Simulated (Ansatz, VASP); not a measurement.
One calculation of CdSe, two programs

```
Cd Se
1.0
     0.00000    3.07027    3.16238
     3.07027    0.00000    3.16238
     3.07027    3.07027    0.00000
Cd Se
1 1
Direct
  0.00000 0.00000 0.00000
  0.25000 0.25000 0.25000
```

Change from the starting cell: zz strain of +3 %.

Alike in both runs: task single point; functional PBE; k mesh 8 × 8 × 8; occupations fermi-dirac, width 0.03 eV; no spin polarisation.

|  | VASP | Ansatz |
| --- | --- | --- |
| version | VASP 6.6.1 | Ansatz 0.2.0 |
| potentials or method | VASP PAW PBE potentials, release 64 (Cd, Se), cutoff 520 eV | all-electron LAPW, scalar-relativistic |

|  | VASP | Ansatz | Ansatz less VASP |
| --- | --- | --- | --- |
| pressure (GPa) | 0.1 | -0.1 | -0.23 |
| traceless stress, the component that is largest in VASP (GPa) | -0.36 | -0.37 | -0.005 |

Ansatz ran all-electron here, and VASP with PAW potentials.
